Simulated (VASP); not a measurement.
# BN (C2/m) in VASP: further runs, part 2 of 2

VASP 6.6.1. Earlier steps stand in the parts before.

## 3. Single point, PBEsol (strain +0.0150 x Voigt [0, 0, 0, 1, 0, 0])

Input file INCAR:

```
SYSTEM = BN
  PREC = Accurate
  ENCUT = 520
  EDIFF = 1E-7
  ISMEAR = 0
  SIGMA = 0.05
  LREAL = .FALSE.
  LASPH = .TRUE.
  NELM = 80
  ALGO = Normal
  ISIF = 2
  LWAVE = .FALSE.
  LCHARG = .TRUE.
  GGA = PS
  LELF = .TRUE.
  LVHAR = .TRUE.
  NBANDS = 16
```

Input file KPOINTS:

```
Automatic mesh
0
G
  12 12 4
  0 0 0
```

Input file POSCAR:

```
BN
1.0
    2.5043488457      0.0000000000      0.0000000000
   -1.2521744229      2.1688297203      0.0162662229
    0.0000000000      0.0526432176      7.0190956742
B N
2 2
Direct
    0.3333333333      0.6666666667      0.2500000000
    0.6666666667      0.3333333333      0.7500000000
    0.3333333333      0.6666666667      0.7500000000
    0.6666666667      0.3333333333      0.2500000000
```

Potentials or basis: VASP PAW PBE potentials, release 64 (B, N).

The run is started by

```
$ cat potpaw_PBE.64/B/POTCAR potpaw_PBE.64/N/POTCAR > POTCAR
$ mpirun -np 1 vasp_std > vasp.out
```

OUTCAR:

```text
SYSTEM = BN
   PREC = Accurate
   ENCUT = 520
   EDIFF = 1E-7
   ISMEAR = 0
   LREAL = .FALSE.
   LASPH = .TRUE.
   NELM = 80
   ISIF = 2
   GGA = PS

 ion  position               nearest neighbor table
   1  0.333  0.667  0.250-   4 1.45   4 1.45   4 1.45
   2  0.667  0.333  0.750-   3 1.45   3 1.45   3 1.45
   3  0.333  0.667  0.750-   2 1.45   2 1.45   2 1.45
   4  0.667  0.333  0.250-   1 1.45   1 1.45   1 1.45

  LATTYP: Found a base centered monoclinic cell.
 ALAT       =     4.3377814356
 B/A-ratio  =     0.5773340319
 C/A-ratio  =     1.6181758320
 COS(beta)  =    -0.0149991563

  Lattice vectors:

 A1 = (  -1.2521744228,  -2.1688297203,  -0.0162662229)
 A2 = (   1.2521744229,  -2.1688297203,  -0.0162662229)
 A3 = (   0.0000000000,   0.0526432176,   7.0190956742)

Analysis of symmetry for initial positions (statically):
=====================================================================
 Subroutine PRICEL returns:
 Original cell was already a primitive cell.

 Routine SETGRP: Setting up the symmetry group for a
 base centered monoclinic supercell.

 Subroutine GETGRP returns: Found  4 space group operations
[... 165 lines left out ...]
  free energy    TOTEN  =       -36.57076057 eV

  energy without entropy =      -36.57076057  energy(sigma->0) =      -36.57076057

 E-fermi :   2.0536     XC(G=0):  -9.9269

 val. band max:        1.7748175870   @ k =   0.3333   0.3333   0.5000
 cond. band min:       6.0167725455   @ k =   0.5000  -0.0000   0.0000
 fundamental gap:      4.2419549585
 Fermi energy:         2.0536496971

 k-point     1 :       0.0000    0.0000    0.0000
  band No.  band energies     occupation
      1     -15.9517      2.00000
      2     -15.7551      2.00000
      3      -4.3036      2.00000
      4      -2.6511      2.00000
      5       0.4502      2.00000
      6       0.4503      2.00000
[... 433 lines left out ...]
      3      -6.8425      2.00000
      4      -6.7904      2.00000
      5      -3.7262      2.00000
      6      -3.6809      2.00000
[... 8 lines left out ...]
     15      16.0262      0.00000
     16      18.7796      0.00000

 [... further k-points ...]
[... 5 lines left out ...]
  --------------------------------------------------------------------------------------
  -------------------------------------------------------------------------------------
  Total        0.1144605      0.1097927     -0.0278311     -0.0000000     -0.0085494      0.0000000
  in kB        4.8104873      4.6143113     -1.1696710     -0.0000000     -0.3593115      0.0000000
  external PRESSURE =       2.7517092 kB  Pullay stress =       0.0000000 kB

 VOLUME and BASIS-vectors are now :
 -----------------------------------------------------------------------------
  energy-cutoff  :      520.00
  volume of cell :       38.12
      direct lattice vectors                 reciprocal lattice vectors
     2.504348846  0.000000000  0.000000000     0.399305393  0.230552045 -0.001729140
    -1.252174423  2.168829720  0.016266223     0.000000000  0.461104089 -0.003458281
     0.000000000  0.052643218  7.019095674     0.000000000 -0.001068574  0.142476510

 POSITION                                       TOTAL-FORCE (eV/Angst)
 -----------------------------------------------------------------------------------
     -0.00000      1.45905      1.76562        -0.000000      0.000286      0.000004
      1.25217      0.76243      5.26974         0.000000     -0.000286     -0.000004
     -0.00000      1.48537      5.27517        -0.000000      0.000151      0.000005
      1.25217      0.73610      1.76020         0.000000     -0.000151     -0.000005
 -----------------------------------------------------------------------------------
    total drift:                                0.000000     -0.000000     -0.000000

  FREE ENERGIE OF THE ION-ELECTRON SYSTEM (eV)
  ---------------------------------------------------
  free  energy   TOTEN  =       -36.5707605731 eV

  energy  without entropy=      -36.5707605731  energy(sigma->0) =      -36.57076057
```

It took 2 min on 1 thread of Intel Xeon Platinum 8259CL at 2.50GHz (Skylake/Cascade Lake), shared host; peak memory 0.21 GiB.

Results:

| Quantity | Value |
| --- | --- |
| Free energy | -36.5708 eV |
| Pressure | 0.3 GPa |
| Band gap on the k mesh | 4.24 eV, indirect (least direct gap 4.54 eV) |

Stress tensor (GPa, compression positive):
```
 0.48  0.00  0.00
 0.00  0.46 -0.04
 0.00 -0.04 -0.12
```

Caveat: the cell differs from its parent crystal (strain +0.0150 x Voigt [0, 0, 0, 1, 0, 0]); the PAW data sets were made with another functional, which shifts forces and pressure a little; this functional lacks dispersion, which binds the layers, so the pressure and a relaxed spacing across them are unreliable.

## 4. Single point, PBEsol (strain +0.0075 x Voigt [0, 0, 0, 1, 0, 0])

Input file INCAR:

```
PREC = Accurate
ENCUT = 520
EDIFF = 1E-7
ISMEAR = 0
SIGMA = 0.05
LREAL = False
LASPH = True
NELM = 80
ALGO = Normal
ISIF = 2
LWAVE = False
LCHARG = True
GGA = PS
LELF = True
LVHAR = True
NBANDS = 16
```

Input file KPOINTS:

```
Automatic mesh
0
Gamma
  12 12 4
```

POSCAR: that of step 3 with these lines changed.

```diff
@@ -3,4 +3,4 @@
     2.5043488457      0.0000000000      0.0000000000
-   -1.2521744229      2.1688297203      0.0162662229
-    0.0000000000      0.0526432176      7.0190956742
+   -1.2521744229      2.1688297203      0.0081331115
+    0.0000000000      0.0263216088      7.0190956742
 B N
```

Potentials or basis: VASP PAW PBE potentials, release 64 (B, N).

The run is started by

```
$ cat potpaw_PBE.64/B/POTCAR potpaw_PBE.64/N/POTCAR > POTCAR
$ mpirun -np 1 vasp_std > vasp.out
```

OUTCAR:

```text
PREC = Accurate
   ENCUT = 520
   EDIFF = 1E-7
   ISMEAR = 0
   LREAL = False
   LASPH = True
   NELM = 80
   ISIF = 2
   GGA = PS

 ion  position               nearest neighbor table
   1  0.333  0.667  0.250-   4 1.45   4 1.45   4 1.45
   2  0.667  0.333  0.750-   3 1.45   3 1.45   3 1.45
   3  0.333  0.667  0.750-   2 1.45   2 1.45   2 1.45
   4  0.667  0.333  0.250-   1 1.45   1 1.45   1 1.45

  LATTYP: Found a base centered monoclinic cell.
 ALAT       =     4.3376899397
 B/A-ratio  =     0.5773462097
 C/A-ratio  =     1.6181758320
 COS(beta)  =    -0.0074998946

  Lattice vectors:

 A1 = (  -1.2521744228,  -2.1688297203,  -0.0081331115)
 A2 = (   1.2521744229,  -2.1688297203,  -0.0081331115)
 A3 = (   0.0000000000,   0.0263216088,   7.0190956742)

Analysis of symmetry for initial positions (statically):
=====================================================================
 Subroutine PRICEL returns:
 Original cell was already a primitive cell.

 Routine SETGRP: Setting up the symmetry group for a
 base centered monoclinic supercell.

 Subroutine GETGRP returns: Found  4 space group operations
 (whereof  4 operations were pure point group operations)
 out of a pool of  4 trial point group operations.

The static configuration has the point symmetry C_2h.

Analysis of symmetry for dynamics (positions and initial velocities):
=====================================================================
 Subroutine PRICEL returns:
 Original cell was already a primitive cell.

 Routine SETGRP: Setting up the symmetry group for a
 base centered monoclinic supercell.

 Subroutine GETGRP returns: Found  4 space group operations
 (whereof  4 operations were pure point group operations)
 out of a pool of  4 trial point group operations.

The dynamic configuration has the point symmetry C_2h.

 Subroutine INISYM returns: Found  4 space group operations
 (whereof  4 operations are pure point group operations),
 and found     1 'primitive' translations

----------------------------------------------------------------------------------------

                                     Primitive cell

  volume of cell :      38.1237

  direct lattice vectors                    reciprocal lattice vectors
     2.504348846  0.000000000  0.000000000     0.399305393  0.230542318 -0.000864534
    -1.252174423  2.168829720  0.008133111     0.000000000  0.461084636 -0.001729067
     0.000000000  0.026321609  7.019095674     0.000000000 -0.000534264  0.142470499

  length of vectors
     2.504348846  2.504362052  7.019145027     0.461080584  0.461087878  0.142471501

  position of ions in fractional coordinates (direct lattice)
     0.333333333  0.666666667  0.250000000
     0.666666667  0.333333333  0.750000000
     0.333333333  0.666666667  0.750000000
     0.666666667  0.333333333  0.250000000

  ion indices of the primitive-cell ions
   primitive index   ion index
                 1           1
                 2           2
                 3           3
                 4           4

----------------------------------------------------------------------------------------

 KPOINTS: Automatic mesh

Automatic generation of k-mesh.
 Grid dimensions read from file:
 generate k-points for:   12   12    4

 Generating k-lattice:

  Cartesian coordinates                     Fractional coordinates (reciprocal lattice)
     0.033275449  0.019211860 -0.000072044     0.083333333  0.000000000  0.000000000
     0.000000000  0.038423720 -0.000144089     0.000000000  0.083333333  0.000000000
     0.000000000 -0.000133566  0.035617625     0.000000000 -0.000000000  0.250000000

  Length of vectors
     0.038423382  0.038423990  0.035617875

  Shift w.r.t. Gamma in fractional coordinates (k-lattice)
     0.000000000  0.000000000  0.000000000

 Subroutine IBZKPT returns following result:
 ===========================================

 Found    164 irreducible k-points:

 Following reciprocal coordinates:
            Coordinates               Weight
  0.000000  0.000000  0.000000      1.000000
  0.083333 -0.000000 -0.000000      4.000000
  0.166667 -0.000000  0.000000      4.000000
  0.250000 -0.000000  0.000000      4.000000
  0.333333 -0.000000 -0.000000      4.000000
  0.416667  0.000000  0.000000      4.000000
[... 16 lines left out ...]
  0.333333  0.166667  0.000000      4.000000
  0.416667  0.166667  0.000000      4.000000
 [... further k-points ...]
   k-points           NKPTS =    164   k-points in BZ     NKDIM =    164   number of bands    NBANDS=     16
   number of dos      NEDOS =    301   number of ions     NIONS =      4
   total plane-waves  NPLWV =  21600
   dimension x,y,z NGX =    20 NGY =   20 NGZ =   54
   dimension x,y,z NGXF=    40 NGYF=   40 NGZF=  108
   ions per type =               2   2
   NGX,Y,Z   is equivalent  to a cutoff of  13.28, 13.28, 12.79 a.u.
   NGXF,Y,Z  is equivalent  to a cutoff of  26.55, 26.55, 25.58 a.u.
 SYSTEM =  unknown system
   PREC   = accura    normal or accurate (medium, high low for compatibility)
   ISTART =      0    job   : 0-new  1-cont  2-samecut
   ICHARG =      2    charge: 1-file 2-atom 10-const
   ISPIN  =      1    spin polarized calculation?
   LNONCOLLINEAR =      F non collinear calculations
   LSORBIT =      F    spin-orbit coupling
   LASPH  =      T    aspherical Exc in radial PAW
   ENCUT  =  520.0 eV  38.22 Ry    6.18 a.u.   4.66  4.66 13.05*2*pi/ulx,y,z
   NELM   =     80;   NELMIN=  2; NELMDL= -5     # of ELM steps
   EDIFF  = 0.1E-06   stopping-criterion for ELM
   LREAL  =      F    real-space projection
   EDIFFG = 0.1E-05   stopping-criterion for IOM
   NSW    =      0    number of steps for IOM
   IBRION =     -1    ionic relax: 0-MD 1-quasi-New 2-CG
   NFREE  =      0    steps in history (QN), initial steepest desc. (CG)
   ISIF   =      2    stress and relaxation
   ISYM   =      2    0-nonsym 1-usesym 2-fastsym
   POTIM  = 0.5000    time-step for ionic-motion
   TEBEG  =    0.0;   TEEND  =   0.0 temperature during run
   PSTRESS=    0.0 pullay stress
   NELECT =      16.0000    total number of electrons
   NUPDOWN=      -1.0000    fix difference up-down
   EMIN   =  10.00;   EMAX   =-10.00  energy-range for DOS
   EFERMI =   0.00;   METHOD = LEGACY
   ISMEAR =     0;   SIGMA  =   0.05  broadening in eV -4-tet -1-fermi 0-gaus
   EFERMI_NEDOS =   21; number of points for ismear=-14 and -15
   IALGO  =     38    algorithm
   IMIX   =      4    mixing-type and parameters
     AMIX     =   0.40;   BMIX     =  1.00
     AMIX_MAG =   1.60;   BMIX_MAG =  1.00
  volume/ion in A,a.u.               =       9.53        64.32
  Fermi-wavevector in a.u.,A,eV,Ry     =   1.225697  2.316231 20.440476  1.502333
  Thomas-Fermi vector in A             =   2.360725
   LORBIT       =      0    0 simple, 1 ext, 2 COOP (PROOUT), +10 PAW based schemes
   GGA     = PS    functional components
   LHFCALC =     F    Hartree Fock is set to
   AEXX    =    0.0000 exact exchange contribution
   IVDW    =     0    specifies the selected vdW correction
   LEPSILON=     F    determine dielectric tensor
   LRPA    =     F    only Hartree local field effects (RPA)
 non-spin polarized calculation
 Gauss-broadening in eV      SIGMA  =   0.05
  energy-cutoff  :      520.00
  volume of cell :       38.12
 maximum number of plane-waves:      1058
   NGX =  9   NGY =  9   NGZ = 27

 number of electron      15.9999998 magnetization

 Free energy of the ion-electron system (eV)
  ---------------------------------------------------
  ext. energy  EPLUGINS =         0.00000000
  ---------------------------------------------------
  free energy    TOTEN  =       -36.57081790 eV

  energy without entropy =      -36.57081790  energy(sigma->0) =      -36.57081790

 E-fermi :   2.0535     XC(G=0):  -9.9265

 val. band max:        1.7662864697   @ k =   0.3333   0.3333   0.5000
 cond. band min:       6.0163182671   @ k =   0.5000  -0.0000   0.0000
 fundamental gap:      4.2500317974
 Fermi energy:         2.0535449173

 k-point     1 :       0.0000    0.0000    0.0000
  band No.  band energies     occupation
      1     -15.9522      2.00000
      2     -15.7557      2.00000
      3      -4.3038      2.00000
      4      -2.6519      2.00000
      5       0.4499      2.00000
      6       0.4499      2.00000
[... 8 lines left out ...]
     15      13.6144      0.00000
     16      14.6742      0.00000
[... 419 lines left out ...]
 k-point    24 :       0.4167    0.1667    0.0000
  band No.  band energies     occupation
      1     -12.5121      2.00000
      2     -12.4735      2.00000
      3      -6.8430      2.00000
      4      -6.7909      2.00000
      5      -3.7267      2.00000
      6      -3.6811      2.00000
[... 8 lines left out ...]
     15      16.0266      0.00000
     16      18.7826      0.00000

 [... further k-points ...]
[... 5 lines left out ...]
  --------------------------------------------------------------------------------------
  -------------------------------------------------------------------------------------
  Total        0.1154869      0.1143129     -0.0283829     -0.0000000     -0.0042748      0.0000000
  in kB        4.8534226      4.8040818     -1.1928116     -0.0000000     -0.1796509      0.0000000
  external PRESSURE =       2.8215643 kB  Pullay stress =       0.0000000 kB

 VOLUME and BASIS-vectors are now :
 -----------------------------------------------------------------------------
  energy-cutoff  :      520.00
  volume of cell :       38.12
      direct lattice vectors                 reciprocal lattice vectors
     2.504348846  0.000000000  0.000000000     0.399305393  0.230542318 -0.000864534
    -1.252174423  2.168829720  0.008133111     0.000000000  0.461084636 -0.001729067
     0.000000000  0.026321609  7.019095674     0.000000000 -0.000534264  0.142470499

 POSITION                                       TOTAL-FORCE (eV/Angst)
 -----------------------------------------------------------------------------------
     -0.00000      1.45247      1.76020        -0.000000      0.000066      0.000003
      1.25217      0.74268      5.26703         0.000000     -0.000066     -0.000003
     -0.00000      1.46563      5.26974        -0.000000      0.000038      0.000004
      1.25217      0.72952      1.75748         0.000000     -0.000038     -0.000004
 -----------------------------------------------------------------------------------
    total drift:                                0.000000     -0.000000     -0.000000

  FREE ENERGIE OF THE ION-ELECTRON SYSTEM (eV)
  ---------------------------------------------------
  free  energy   TOTEN  =       -36.5708178989 eV

  energy  without entropy=      -36.5708178989  energy(sigma->0) =      -36.57081790
```

stdout:

```text
POSCAR found type information on POSCAR B N
 POSCAR found :  2 types and       4 ions
 scaLAPACK will be used
 -----------------------------------------------------------------------------
|                                                                             |
|                                                                             |
|     You enforced a specific xc type in the INCAR file but a different       |
|     I HOPE YOU KNOW WHAT YOU ARE DOING!                                     |
|                                                                             |
 -----------------------------------------------------------------------------

 LDA part: xc-table for (Slater+PW92), standard interpolation
 POSCAR, INCAR and KPOINTS ok, starting setup
 FFT: planning ... GRIDC
 FFT: planning ... GRID_SOFT
 FFT: planning ... GRID
 WAVECAR not read
 entering main loop
```

Run time: 1.9 min. Hardware: 1 thread of Intel Xeon Platinum 8259CL at 2.50GHz (Skylake/Cascade Lake), shared host; peak memory 0.21 GiB.

What came out:

| Quantity | Value |
| --- | --- |
| Free energy | -36.5708 eV |
| Pressure | 0.3 GPa |
| Band gap on the k mesh | 4.25 eV, indirect (least direct gap 4.57 eV) |

Caveat: the cell differs from its parent crystal (strain +0.0075 x Voigt [0, 0, 0, 1, 0, 0]); the PAW data sets were made with another functional, which shifts forces and pressure a little; this functional lacks dispersion, which binds the layers, so the pressure and a relaxed spacing across them are unreliable. A k mesh can miss the band edges.

## 5. Overview

```csv
cell,gap on the mesh (eV),pressure (GPa)
"a = 2.504, b = 2.505, c = 7.020 Å, angles 91.5, 90.0, 120.0°, 4 atoms",4.23,0.2
"a = 2.504, b = 2.504, c = 7.019 Å, angles 89.3, 90.0, 120.0°, 4 atoms",4.24,0.3
"a = 2.504, b = 2.504, c = 7.019 Å, angles 89.6, 90.0, 120.0°, 4 atoms",4.25,0.3
```

Alike in all rows: task single point; level PBEsol; potentials or basis VASP PAW PBE potentials, release 64 (B, N); no spin polarisation; k mesh 12 × 12 × 4; cutoff (eV) 520; smearing gaussian 0.05 eV.

Caveats: the PAW data sets were made with another functional, which shifts forces and pressure a little; this functional lacks dispersion, which binds the layers, so the pressure and a relaxed spacing across them are unreliable.

Total energies depend on the potentials used, so only differences within one code and one set of settings carry meaning.
